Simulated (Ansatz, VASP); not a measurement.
C: VASP beside Ansatz

```
C
1.0
     0.00000    1.78337    1.78337
     1.78337    0.00000    1.78337
     1.78337    1.78337    0.00000
C
2
Direct
  0.00000 0.00000 0.00000
  0.25000 0.25000 0.25000
```

Alike in both runs: task single point; functional LDA; k mesh 8 × 8 × 8; occupations gaussian, width 0.1 eV; no spin polarisation.

```csv
,VASP,Ansatz
version,VASP 6.6.1,Ansatz 0.2.0
potentials or method,"VASP PAW LDA potentials, release 64 (C), cutoff 600 eV","scalar-relativistic, plane waves, PAW"
valence electrons in the cell,8,8
```

Ansatz gave:

| Item | Value |
| --- | --- |
| gap on the k mesh at the Fermi level (eV) | 4.10 |
| least direct gap on the mesh (eV) | 5.54 |
| pressure (GPa) | -13.1 |

What did VASP give for the same quantities?

gap on the k mesh at the Fermi level (eV): 4.10; least direct gap on the mesh (eV): 5.54; pressure (GPa): -12.4.

LDA's correlation is that of Perdew and Zunger in VASP and of Perdew and Wang (1992) in Ansatz.
